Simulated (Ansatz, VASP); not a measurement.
## Two plane-wave programs on AlHg

INCAR

```
AGGAC = 1.0
AGGAX = 1.0
ALDAC = 0.0
ALDAX = 1.0
ALGO = Fast
EDIFF = 1E-7
EDIFFG = -0.01
ENCUT = 600
GGA = B5
IBRION = 2
ISIF = 3
ISMEAR = -1
LASPH = T
LCHARG = F
LREAL = F
LWAVE = F
NELM = 60
NSW = 60
PREC = Accurate
SIGMA = 0.05
```

KPOINTS

```
k-points
0
Gamma
  8 8 8
```

The input POSCAR:

```
AlHg
1.0
    0.0000000000      3.0685300000      3.0685300000
    3.0685300000      0.0000000000      3.0685300000
    3.0685300000      3.0685300000      0.0000000000
Al Hg
1 1
Direct
    0.0000000000      0.0000000000      0.0000000000
    0.7500000000      0.7500000000      0.7500000000
```

File input.yaml:

```yaml
crystal:
  lattice:
    - [0.0, 3.06853, 3.06853]
    - [3.06853, 0.0, 3.06853]
    - [3.06853, 3.06853, 0.0]
  atoms:
    - { symbol: Al, position: [0.0, 0.0, 0.0] }
    - { symbol: Hg, position: [0.75, 0.75, 0.75] }
hamiltonian:
  xc: blyp
  pseudopotentials: { kind: paw }
kpoints:
  mp_grid: { grid: [8, 8, 8] }
scf:
  occupations: { method: fermi_dirac, width: 0.05 }
output:
  forces: true
  stress: true
  eigenvalues: true
  write_density: true
  write_potential: true
  elf: true
  volumetric_format: npy
relax:
  f_tol: 0.01
  max_steps: 40
  cell: { stress_tol: 0.05 }
```

Alike in both runs: task relaxation of cell and atoms; functional BLYP; k mesh 8 × 8 × 8; occupations fermi-dirac, width 0.05 eV; no spin polarisation.

|  | VASP | Ansatz |
| --- | --- | --- |
| version | VASP 6.6.1 | Ansatz 0.2.0 |
| potentials or method | VASP PAW PBE potentials, release 64 (Al, Hg) | Ansatz PAW |
| plane-wave cutoff (eV) | 600 | 420 |
| valence electrons in the cell | 15 | 23 |

Ansatz gave:

| Property | Result |
| --- | --- |
| gap on the k mesh at the Fermi level, each at its own relaxed structure (eV) | none |
| relaxed volume (Å³/atom) | 31.52 |
| relaxed cell length with the largest relative difference (Å) | 4.467 |

**Question.** Estimate VASP's values.

**Answer.** gap on the k mesh at the Fermi level, each at its own relaxed structure (eV): none; relaxed volume (Å³/atom): 31.76; relaxed cell length with the largest relative difference (Å): 4.479.

VASP's potentials were made for PBE, not for BLYP. A gap of «none» marks a metal or a gap that the smearing closes. VASP's potentials hold 15 valence electrons a cell and Ansatz's 23, so a difference there can come from the potentials and not from the codes.

Spin-orbit coupling is off throughout. Noted on Ansatz's run: the plane-wave basis is chosen anew once the cell has moved, so the energies of steps on either side of that aren't comparable.
